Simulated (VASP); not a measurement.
# Zr2H3 in VASP: further runs

Zr2H3 is run at these levels: PBE; tasks: single point, relaxation of cell and atoms.

All numbers are computed with VASP 6.6.1; they aren't measurements. Logs are shortened: lines on timing, memory, paths and dates and some standing lists are left out, and cuts for length are marked.

## 1. The cell of the first run

The structure is tetragonal, space group P4/mmm (No. 123). Conventional cell: a = 3.616 Å, b = 3.616 Å, c = 5.621 Å, α = 90.00°, β = 90.00°, γ = 90.00°. Within 3.8 Å of Zr (site symmetry 4/mmm) lie 6 Zr at 2.81 to 3.62 Å and 16 H at 3.34 to 3.80 Å. Zr (site symmetry 4/mmm) has 4 H at 1.81 Å within 2.4 Å. Within 2.4 Å of H (site symmetry mmm) lie 2 Zr at 1.81 Å and 2 H at 1.81 Å. Within 2.4 Å of H (site symmetry 4/mmm) lie 4 H at 1.81 Å.

The cell was built from a structure type or drawn by symmetry, and may not be a known phase.

## 2. Single point, PBE

INCAR reads:

```
SYSTEM = Zr2H3
  PREC = Accurate
  ENCUT = 520
  EDIFF = 1E-6
  ISMEAR = 0
  SIGMA = 0.1
  LREAL = .FALSE.
  LASPH = .TRUE.
  NELM = 60
  ALGO = Normal
  ISIF = 2
  LWAVE = .FALSE.
  LCHARG = .TRUE.
  GGA = PE
  LELF = .TRUE.
  LVHAR = .TRUE.
  NBANDS = 22
```

KPOINTS reads:

```
regular mesh
0
G
  6 6 4
  0 0 0
```

POSCAR reads:

```
Zr2H3
1.0
    3.6161732618      0.0000000000      0.0000000000
    0.0000000000      3.6161732618      0.0000000000
    0.0000000000      0.0000000000      5.6205575035
Zr H
2 3
Direct
    0.5000000000      0.5000000000      0.5000000000
    0.5000000000      0.5000000000      0.0000000000
    0.5000000000      0.0000000000      0.0000000000
    0.0000000000      0.5000000000      0.0000000000
    0.0000000000      0.0000000000      0.0000000000
```

Potentials or basis: VASP PAW PBE potentials, release 64 (Zr_sv, H).

The run is started by

```
$ cat potpaw_PBE.64/Zr_sv/POTCAR potpaw_PBE.64/H/POTCAR > POTCAR
$ mpirun -np 1 vasp_std > vasp.out
```

OUTCAR:

```text
SYSTEM = Zr2H3
   PREC = Accurate
   ENCUT = 520
   EDIFF = 1E-6
   ISMEAR = 0
   LREAL = .FALSE.
   LASPH = .TRUE.
   NELM = 60
   ISIF = 2
   GGA = PE

 ion  position               nearest neighbor table
   1  0.500  0.500  0.500-   2 2.81   2 2.81
   2  0.500  0.500  0.000-   3 1.81   4 1.81   3 1.81   4 1.81   1 2.81   1 2.81
   3  0.500  0.000  0.000-   2 1.81   2 1.81
   4  0.000  0.500  0.000-   2 1.81   2 1.81
   5  0.000  0.000  0.000-

  LATTYP: Found a simple tetragonal cell.
 ALAT       =     3.6161732618
 C/A-ratio  =     1.5542832427

  Lattice vectors:

 A1 = (   3.6161732618,   0.0000000000,   0.0000000000)
 A2 = (   0.0000000000,   3.6161732618,   0.0000000000)
 A3 = (   0.0000000000,   0.0000000000,   5.6205575035)

Analysis of symmetry for initial positions (statically):
=====================================================================
 Subroutine PRICEL returns:
 Original cell was already a primitive cell.

 Routine SETGRP: Setting up the symmetry group for a
 simple tetragonal supercell.

 Subroutine GETGRP returns: Found 16 space group operations
 (whereof 16 operations were pure point group operations)
 out of a pool of 16 trial point group operations.

The static configuration has the point symmetry D_4h.

Analysis of symmetry for dynamics (positions and initial velocities):
=====================================================================
 Subroutine PRICEL returns:
 Original cell was already a primitive cell.

 Routine SETGRP: Setting up the symmetry group for a
 simple tetragonal supercell.

 Subroutine GETGRP returns: Found 16 space group operations
 (whereof 16 operations were pure point group operations)
 out of a pool of 16 trial point group operations.

The dynamic configuration has the point symmetry D_4h.

 Subroutine INISYM returns: Found 16 space group operations
 (whereof 16 operations are pure point group operations),
 and found     1 'primitive' translations

----------------------------------------------------------------------------------------

                                     Primitive cell

  volume of cell :      73.4984

  direct lattice vectors                    reciprocal lattice vectors
     3.616173262  0.000000000  0.000000000     0.276535422  0.000000000  0.000000000
     0.000000000  3.616173262  0.000000000     0.000000000  0.276535422  0.000000000
     0.000000000  0.000000000  5.620557503     0.000000000  0.000000000  0.177918294

  length of vectors
     3.616173262  3.616173262  5.620557503     0.276535422  0.276535422  0.177918294

  position of ions in fractional coordinates (direct lattice)
     0.500000000  0.500000000  0.500000000
     0.500000000  0.500000000  0.000000000
     0.500000000  0.000000000  0.000000000
     0.000000000  0.500000000  0.000000000
     0.000000000  0.000000000  0.000000000

  ion indices of the primitive-cell ions
   primitive index   ion index
                 1           1
                 2           2
                 3           3
                 4           4
                 5           5

----------------------------------------------------------------------------------------

 KPOINTS: regular mesh

Automatic generation of k-mesh.
 Grid dimensions read from file:
 generate k-points for:    6    6    4

 Generating k-lattice:

  Cartesian coordinates                     Fractional coordinates (reciprocal lattice)
     0.046089237  0.000000000  0.000000000     0.166666667  0.000000000  0.000000000
     0.000000000  0.046089237  0.000000000     0.000000000  0.166666667  0.000000000
     0.000000000  0.000000000  0.044479573     0.000000000  0.000000000  0.250000000

  Length of vectors
     0.046089237  0.046089237  0.044479573

  Shift w.r.t. Gamma in fractional coordinates (k-lattice)
     0.000000000  0.000000000  0.000000000

 Subroutine IBZKPT returns following result:
 ===========================================

 Found     30 irreducible k-points:

 Following reciprocal coordinates:
            Coordinates               Weight
  0.000000  0.000000  0.000000      1.000000
  0.166667  0.000000  0.000000      4.000000
  0.333333  0.000000  0.000000      4.000000
  0.500000  0.000000  0.000000      2.000000
  0.166667  0.166667  0.000000      4.000000
  0.333333  0.166667  0.000000      8.000000
[... 16 lines left out ...]
  0.333333  0.000000  0.500000      4.000000
  0.500000  0.000000  0.500000      2.000000
 [... further k-points ...]
   k-points           NKPTS =     30   k-points in BZ     NKDIM =     30   number of bands    NBANDS=     22
   number of dos      NEDOS =    301   number of ions     NIONS =      5
   total plane-waves  NPLWV =  32928
   dimension x,y,z NGX =    28 NGY =   28 NGZ =   42
   dimension x,y,z NGXF=    56 NGYF=   56 NGZF=   84
   ions per type =               2   3
   NGX,Y,Z   is equivalent  to a cutoff of  12.87, 12.87, 12.42 a.u.
   NGXF,Y,Z  is equivalent  to a cutoff of  25.74, 25.74, 24.85 a.u.
 SYSTEM =  Zr2H3
   PREC   = accura    normal or accurate (medium, high low for compatibility)
   ISTART =      0    job   : 0-new  1-cont  2-samecut
   ICHARG =      2    charge: 1-file 2-atom 10-const
   ISPIN  =      1    spin polarized calculation?
   LNONCOLLINEAR =      F non collinear calculations
   LSORBIT =      F    spin-orbit coupling
   LASPH  =      T    aspherical Exc in radial PAW
   ENCUT  =  520.0 eV  38.22 Ry    6.18 a.u.   6.72  6.72 10.45*2*pi/ulx,y,z
   NELM   =     60;   NELMIN=  2; NELMDL= -5     # of ELM steps
   EDIFF  = 0.1E-05   stopping-criterion for ELM
   LREAL  =      F    real-space projection
   EDIFFG = 0.1E-04   stopping-criterion for IOM
   NSW    =      0    number of steps for IOM
   IBRION =     -1    ionic relax: 0-MD 1-quasi-New 2-CG
   NFREE  =      0    steps in history (QN), initial steepest desc. (CG)
   ISIF   =      2    stress and relaxation
   ISYM   =      2    0-nonsym 1-usesym 2-fastsym
   POTIM  = 0.5000    time-step for ionic-motion
   TEBEG  =    0.0;   TEEND  =   0.0 temperature during run
   PSTRESS=    0.0 pullay stress
   NELECT =      27.0000    total number of electrons
   NUPDOWN=      -1.0000    fix difference up-down
   EMIN   =  10.00;   EMAX   =-10.00  energy-range for DOS
   EFERMI =   0.00;   METHOD = LEGACY
   ISMEAR =     0;   SIGMA  =   0.10  broadening in eV -4-tet -1-fermi 0-gaus
   EFERMI_NEDOS =   21; number of points for ismear=-14 and -15
   IALGO  =     38    algorithm
   IMIX   =      4    mixing-type and parameters
     AMIX     =   0.40;   BMIX     =  1.00
     AMIX_MAG =   1.60;   BMIX_MAG =  1.00
  volume/ion in A,a.u.               =      14.70        99.20
  Fermi-wavevector in a.u.,A,eV,Ry     =   1.172475  2.215656 18.703886  1.374697
  Thomas-Fermi vector in A             =   2.308903
   LORBIT       =      0    0 simple, 1 ext, 2 COOP (PROOUT), +10 PAW based schemes
   GGA     = PE    functional components
   LHFCALC =     F    Hartree Fock is set to
   AEXX    =    0.0000 exact exchange contribution
   IVDW    =     0    specifies the selected vdW correction
   LEPSILON=     F    determine dielectric tensor
   LRPA    =     F    only Hartree local field effects (RPA)
 non-spin polarized calculation
 Gauss-broadening in eV      SIGMA  =   0.10
  energy-cutoff  :      520.00
  volume of cell :       73.50
 maximum number of plane-waves:      2024
 NGX is ok and might be reduce to    28
   NGX = 13   NGY = 13   NGZ = 21

 number of electron      26.9999999 magnetization

 Free energy of the ion-electron system (eV)
  ---------------------------------------------------
  ext. energy  EPLUGINS =         0.00000000
  ---------------------------------------------------
  free energy    TOTEN  =       -23.08972222 eV

  energy without entropy =      -23.07568489  energy(sigma->0) =      -23.08270355

 E-fermi :   4.9079     XC(G=0):  -9.5674

 val. band max:        4.9042360475   @ k =   0.5000   0.3333   0.0000
 cond. band min:       4.9222938786   @ k =   0.1667   0.0000   0.0000
 fundamental gap:      0.0180578311
 Fermi energy:         4.9079350399

 k-point     1 :       0.0000    0.0000    0.0000
  band No.  band energies     occupation
      1     -44.4098      2.00000
      2     -43.4346      2.00000
      3     -22.8390      2.00000
      4     -22.3425      2.00000
      5     -22.3425      2.00000
      6     -21.4873      2.00000
[... 14 lines left out ...]
     21       9.6006      0.00000
     22      12.0490      0.00000

 k-point     2 :       0.1667    0.0000    0.0000
  band No.  band energies     occupation
      1     -44.4074      2.00000
      2     -43.4304      2.00000
      3     -22.8339      2.00000
      4     -22.3808      2.00000
      5     -22.3395      2.00000
      6     -21.5671      2.00000
[... 14 lines left out ...]
     21       9.6186      0.00000
     22      11.7944      0.00000

 k-point     3 :       0.3333    0.0000    0.0000
  band No.  band energies     occupation
      1     -44.4025      2.00000
      2     -43.4220      2.00000
      3     -22.8239      2.00000
      4     -22.4569      2.00000
      5     -22.3334      2.00000
      6     -21.7218      2.00000
[... 14 lines left out ...]
     21       9.6550      0.00000
     22      10.1186      0.00000

 k-point     4 :       0.5000    0.0000    0.0000
  band No.  band energies     occupation
      1     -44.4001      2.00000
      2     -43.4179      2.00000
      3     -22.8188      2.00000
      4     -22.4948      2.00000
      5     -22.3304      2.00000
      6     -21.7968      2.00000
[... 14 lines left out ...]
     21       8.8232      0.00000
     22       9.3716      0.00000

 k-point     5 :       0.1667    0.1667    0.0000
  band No.  band energies     occupation
      1     -44.4050      2.00000
      2     -43.4263      2.00000
      3     -22.8290      2.00000
      4     -22.3784      2.00000
      5     -22.3766      2.00000
      6     -21.5647      2.00000
[... 14 lines left out ...]
     21       9.4067      0.00000
     22      11.5734      0.00000

 k-point     6 :       0.3333    0.1667    0.0000
  band No.  band energies     occupation
      1     -44.4002      2.00000
      2     -43.4179      2.00000
      3     -22.8190      2.00000
      4     -22.4531      2.00000
      5     -22.3709      2.00000
      6     -21.7159      2.00000
[... 14 lines left out ...]
     21       9.5763      0.00000
     22      10.2603      0.00000

 k-point     7 :       0.5000    0.1667    0.0000
  band No.  band energies     occupation
      1     -44.3978      2.00000
      2     -43.4137      2.00000
      3     -22.8140      2.00000
      4     -22.4907      2.00000
      5     -22.3677      2.00000
      6     -21.7903      2.00000
[... 324 lines left out ...]
      6     -21.7782      2.00000
[... 14 lines left out ...]
     21      10.0994      0.00000
     22      10.0994      0.00000

 k-point    21 :       0.0000    0.0000    0.5000
  band No.  band energies     occupation
      1     -44.4007      2.00000
      2     -43.4462      2.00000
      3     -22.4305      2.00000
      4     -22.3343      2.00000
      5     -22.3343      2.00000
      6     -21.5932      2.00000
[... 14 lines left out ...]
     21       8.1272      0.00000
     22      12.9920      0.00000

 k-point    22 :       0.1667    0.0000    0.5000
  band No.  band energies     occupation
      1     -44.3983      2.00000
      2     -43.4420      2.00000
      3     -22.4268      2.00000
      4     -22.3715      2.00000
      5     -22.3314      2.00000
      6     -21.5886      2.00000
[... 14 lines left out ...]
     21       7.5995      0.00000
     22      13.1716      0.00000

 k-point    23 :       0.3333    0.0000    0.5000
  band No.  band energies     occupation
      1     -44.3936      2.00000
      2     -43.4336      2.00000
      3     -22.4449      2.00000
      4     -22.4195      2.00000
      5     -22.3254      2.00000
      6     -21.7360      2.00000
[... 14 lines left out ...]
     21       7.3322      0.00000
     22      10.9205      0.00000

 k-point    24 :       0.5000    0.0000    0.5000
  band No.  band energies     occupation
      1     -44.3912      2.00000
      2     -43.4293      2.00000
      3     -22.4812      2.00000
      4     -22.4157      2.00000
      5     -22.3225      2.00000
      6     -21.8128      2.00000
[... 14 lines left out ...]
     21       8.3549      0.00000
     22       8.7681      0.00000

 [... further k-points ...]
[... 5 lines left out ...]
  --------------------------------------------------------------------------------------
  -------------------------------------------------------------------------------------
  Total        0.0207376      0.0207376      0.1796122      0.0000000     -0.0000000      0.0000000
  in kB        0.4520558      0.4520558      3.9153325      0.0000000     -0.0000000      0.0000000
  external PRESSURE =       1.6064814 kB  Pullay stress =       0.0000000 kB

 VOLUME and BASIS-vectors are now :
 -----------------------------------------------------------------------------
  energy-cutoff  :      520.00
  volume of cell :       73.50
      direct lattice vectors                 reciprocal lattice vectors
     3.616173262  0.000000000  0.000000000     0.276535422  0.000000000  0.000000000
     0.000000000  3.616173262  0.000000000     0.000000000  0.276535422  0.000000000
     0.000000000  0.000000000  5.620557503     0.000000000  0.000000000  0.177918294

 POSITION                                       TOTAL-FORCE (eV/Angst)
 -----------------------------------------------------------------------------------
      1.80809      1.80809      2.81028         0.000000      0.000000      0.000000
      1.80809      1.80809      0.00000         0.000000      0.000000      0.000000
      1.80809      0.00000      0.00000         0.000000      0.000000      0.000000
      0.00000      1.80809      0.00000         0.000000      0.000000      0.000000
      0.00000      0.00000      0.00000         0.000000      0.000000      0.000000
 -----------------------------------------------------------------------------------
    total drift:                                0.000000      0.000000      0.000000

  FREE ENERGIE OF THE ION-ELECTRON SYSTEM (eV)
  ---------------------------------------------------
  free  energy   TOTEN  =       -23.0897222205 eV

  energy  without entropy=      -23.0756848895  energy(sigma->0) =      -23.08270355
```

Wall time 22 s (1 thread of Intel Xeon 6975P-C (Granite Rapids), shared host); peak memory 0.19 GiB.

Results:

```yaml
Free_energy: -23.0897 eV
Pressure: 0.2 GPa
Band_gap_on_the_k_mesh: zero (an odd number of electrons rules out a gap without spin polarisation)
```

[end of part 1 of 3]
